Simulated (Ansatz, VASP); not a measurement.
**Two plane-wave programs on LiCl**

File POSCAR:

```
LiCl
1.0
    3.5388355590      0.0000000000      0.0000000000
   -1.7694177795      3.0647214939      0.0000000000
    0.0000000000      0.0000000000      5.9632285819
Li Cl
2 2
Direct
    0.0000000000      0.0000000000      0.0000000000
    0.0000000000      0.0000000000      0.5000000000
    0.3333333333      0.6666666667      0.2500000000
    0.6666666667      0.3333333333      0.7500000000
```

INCAR.step1

```
PREC = Accurate ; ENCUT = 520
ISMEAR = 0 ; SIGMA = 0.01
LREAL = F ; LASPH = T
NELM = 100 ; NBANDS = 18
GGA = PE ; ALGO = Normal
EDIFF = 1E-4 ; LWAVE = T
LCHARG = F
```

Contents of INCAR.step2:

```
PREC = Accurate ; ENCUT = 520
EDIFF = 1E-7 ; ISMEAR = 0
SIGMA = 0.01 ; LREAL = F
LASPH = T ; NELM = 100
ALGO = Normal ; ISIF = 2
LWAVE = F ; LCHARG = F
METAGGA = R2SCAN ; LMIXTAU = T
NBANDS = 18 ; ISTART = 1
```

KPOINTS

```
regular mesh
0
Gamma
  6 6 4
```

Input for Ansatz:

```yaml
crystal:
  lattice:
    - [3.538835559, 0.0, 0.0]
    - [-1.7694177795, 3.0647214939, 0.0]
    - [0.0, 0.0, 5.9632285819]
  atoms:
    - { symbol: Li, position: [0.0, 0.0, 0.0] }
    - { symbol: Li, position: [0.0, 0.0, 0.5] }
    - { symbol: Cl, position: [0.3333333333, 0.6666666667, 0.25] }
    - { symbol: Cl, position: [0.6666666667, 0.3333333333, 0.75] }
kpoints:
  mp_grid: { grid: [6, 6, 4] }
hamiltonian:
  xc: r2scan
scf:
  occupations: { method: fixed }
  n_extra_bands: 5
output:
  forces: true
  stress: true
  eigenvalues: true
```

Alike in both runs: task single point; functional r2SCAN; k mesh 6 × 6 × 4; no spin polarisation.

|  | VASP | Ansatz |
| --- | --- | --- |
| version | VASP 6.6.1 | Ansatz 0.2.0 |
| potentials or method | VASP PAW PBE potentials, release 64 (Li_sv, Cl) | plane waves, PAW |
| plane-wave cutoff (eV) | 520 | 500 |
| occupations | gaussian, width 0.01 eV | fixed |
| valence electrons in the cell | 20 | 20 |

Ansatz gave:

* gap on the k mesh at the Fermi level (eV): 7.45

Task: Estimate VASP's values.

Result: gap on the k mesh at the Fermi level (eV): 7.54.

VASP's potentials were made for PBE, not for r2SCAN.

Noted on VASP's run: the cutoff is short for stress, so the pressure is rough.
